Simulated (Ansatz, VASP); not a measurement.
# One calculation of Al5H, two programs

```
Al H
1.0
     3.53150    0.00000    0.00000
     0.00000    3.53150    0.00000
     0.00000    0.00000    7.17935
Al H
5 1
Direct
  0.50000 0.00000 0.79670
  0.00000 0.50000 0.79670
  0.00000 0.00000 0.31976
  0.50000 0.00000 0.10476
  0.00000 0.50000 0.10476
  0.50000 0.50000 0.16030
```

Alike in both runs: task single point; functional PBE; k mesh 6 × 6 × 4; occupations gaussian, width 0.1 eV; no spin polarisation.

```csv
,VASP,Ansatz
version,VASP 6.6.1,Ansatz 0.2.0
potentials or method,"VASP PAW PBE potentials, release 64 (Al, H), cutoff 520 eV","scalar-relativistic, plane waves, PAW"
valence electrons in the cell,16,16
```

VASP gave:

| Item | Value |
| --- | --- |
| gap on the k mesh at the Fermi level (eV) | none |
| rms of the force components (eV/Å) | 1.927 |

Question: Which values does Ansatz return?

Answer: gap on the k mesh at the Fermi level (eV): none; rms of the force components (eV/Å): 1.924.

Atom by atom the forces differ by 0.004 eV/Å (rms over components). A gap of «none» marks a metal or a gap that the smearing closes. With one functional, cell and mesh, what is left measures potentials, basis and numerics.
